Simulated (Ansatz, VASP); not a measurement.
# One calculation of C, two programs

File INCAR:

```
SYSTEM = C
ALGO = Normal
EDIFF = 1E-6
ENCUT = 520
ISIF = 2
ISMEAR = 0
LASPH = .True.
LCHARG = .True.
LELF = .True.
LREAL = .False.
LVHAR = .True.
LWAVE = .False.
NBANDS = 11
NELM = 60
PREC = Accurate
SIGMA = 0.05
```

Contents of KPOINTS:

```
k-points
0
Gamma
  14 14 14
  0 0 0
```

Contents of POSCAR:

```
C
1.0
    0.0000000000      1.8877125000      3.3480000000
    1.0898500000      0.0000000000      3.3480000000
    1.0898500000      1.8877125000      0.0000000000
C
2
Direct
    0.1666700000      0.8333300000      0.1666700000
    0.8333300000      0.1666700000      0.8333300000
```

Input for Ansatz:

```yaml
crystal:
  lattice:
    - [0.0, 1.8877125, 3.348]
    - [1.08985, 0.0, 3.348]
    - [1.08985, 1.8877125, 0.0]
  atoms:
    - { symbol: C, position: [0.16667, 0.83333, 0.16667] }
    - { symbol: C, position: [0.83333, 0.16667, 0.83333] }
basis:
  ecutwfc: 420
kpoints:
  mp_grid: { grid: [14, 14, 14] }
hamiltonian:
  xc: lda
scf:
  occupations: { method: gaussian, width: 0.05 }
output:
  forces: true
  stress: true
  eigenvalues: true
```

Change from the starting cell: strain -0.1125 x Voigt [1, 1, 0, 0, 0, 0], atoms carried along.

Alike in both runs: task single point; functional LDA; k mesh 14 × 14 × 14; occupations gaussian, width 0.05 eV; no spin polarisation.

|  | VASP | Ansatz |
| --- | --- | --- |
| version | VASP 6.6.1 | Ansatz 0.2.0 |
| potentials or method | VASP PAW LDA potentials, release 64 (C), cutoff 520 eV | scalar-relativistic, plane waves, PAW |
| valence electrons in the cell | 8 | 8 |

|  | VASP | Ansatz | Ansatz less VASP |
| --- | --- | --- | --- |
| gap on the k mesh at the Fermi level (eV) | 0.84 | 0.85 | +0.004 |
| least direct gap on the mesh (eV) | 0.99 | 1.00 | +0.005 |
| pressure (GPa) | 161.2 | 160.4 | -0.78 |
| traceless stress, the component that is largest in VASP (GPa) | -162.23 | -161.15 | +1.077 |
| rms of the force components (eV/Å) | 0.012 | 0.012 | 0.0000 |

LDA's correlation is that of Perdew and Zunger in VASP and of Perdew and Wang (1992) in Ansatz. Atom by atom the forces differ by 0.000 eV/Å (rms over components). Both programs put the cell under a high pressure, so it lies far from rest at this level.

Noted on VASP's run: the cell as given lies far from equilibrium.
